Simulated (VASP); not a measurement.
Wanted: the native input for a VASP 6.6.1 run.

* Task: single point
* Functional: PBE
* Potentials or basis: VASP PAW PBE potentials, release 64 (Ga_d)
* Cutoff: 520 eV
* k mesh: 8 × 8 × 8
* Occupations: gaussian, width 0.1 eV
* Spin: no spin polarisation
* Dipole correction: no
* Further INCAR settings: ALGO = Fast; EDIFF = 1e-06; NBANDS = 20

The structure of Ga lies in POSCAR:

```
Ga
1.0
   -1.7434514600      1.7434514600      3.0035069100
    1.7434514600     -1.7434514600      3.0035069100
    1.7434514600      1.7434514600     -3.0035069100
Ga
2
Direct
    0.2919075800      0.2919075800      0.0000000000
    0.7080924200      0.7080924200      0.0000000000
```

The cell was generated, and may not be a known phase.

One way to write it, as run:

INCAR

```
ALGO     = Fast           # electronic algorithm
EDIFF    = 1E-6           # SCF threshold, eV
ENCUT    = 520            # plane-wave cutoff, eV
GGA      = PE             # functional
ISIF     = 2              # what is computed and relaxed
ISMEAR   = 0              # smearing method
LASPH    = T              # aspherical terms in the spheres
LCHARG   = F              # write CHGCAR
LREAL    = F              # projectors in reciprocal space
LWAVE    = F              # write WAVECAR
NBANDS   = 20             # bands
NELM     = 60             # most SCF steps
PREC     = Accurate       # precision mode
SIGMA    = 0.1            # smearing width, eV
```

KPOINTS

```
k-points
0
Gamma
  8 8 8
```

Potentials or basis: VASP PAW PBE potentials, release 64 (Ga_d).

Command:

```console
$ cat potpaw_PBE.64/Ga_d/POTCAR > POTCAR
$ mpirun -np 1 vasp_std > vasp.out
```

Results of the run:

- Pressure: 11.3 GPa
- Largest force: 0.103 eV/Å
- Band gap on the k mesh: zero (bands 13 and 14 overlap by 6.08 eV)

Caveat: the stress differs along the axes, from 5 to 14 GPa.

It took 46 s on 1 thread of Intel(R) Xeon(R) Platinum 8259CL CPU @ 2.50GHz (Skylake/Cascade Lake) (shared host), peak memory 0.18 GiB.
